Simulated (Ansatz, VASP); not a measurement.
# One calculation of MgO2, two programs

```xyz
12
Lattice="4.9358 0.0000 0.0000 0.0000 4.9358 0.0000 0.0000 0.0000 4.9358" Properties=species:S:1:pos:R:3 pbc="T T T"
Mg    0.0000    2.4679    2.4679
Mg    2.4679    2.4679    0.0000
Mg    2.4679    0.0000    2.4679
Mg    0.0000    0.0000    0.0000
O     2.0344    0.4335    4.5023
O     0.4335    4.5023    2.0344
O     4.5023    2.0344    0.4335
O     2.9014    2.9014    2.9014
O     2.0344    2.0344    2.0344
O     0.4335    2.9014    4.5023
O     4.5023    0.4335    2.9014
O     2.9014    4.5023    0.4335
```

Alike in both runs: task relaxation of the atoms; functional PBEsol; k mesh 6 × 6 × 6; occupations gaussian, width 0.02 eV; no spin polarisation.

|  | VASP | Ansatz |
| --- | --- | --- |
| version | VASP 6.6.1 | Ansatz 0.2.0 |
| potentials or method | VASP PAW PBE potentials, release 64 (Mg, O), cutoff 520 eV | scalar-relativistic, plane waves, PAW |
| valence electrons in the cell | 56 | 88 |

|  | VASP | Ansatz | Ansatz less VASP |
| --- | --- | --- | --- |
| gap on the k mesh at the Fermi level, each at its own relaxed structure (eV) | 3.70 | 3.78 | +0.085 |

VASP's potentials were made for PBE, not for PBEsol. VASP's potentials hold 56 valence electrons a cell and Ansatz's 88, so a difference there can come from the potentials and not from the codes. Ansatz's warnings: stress scf threshold loose.
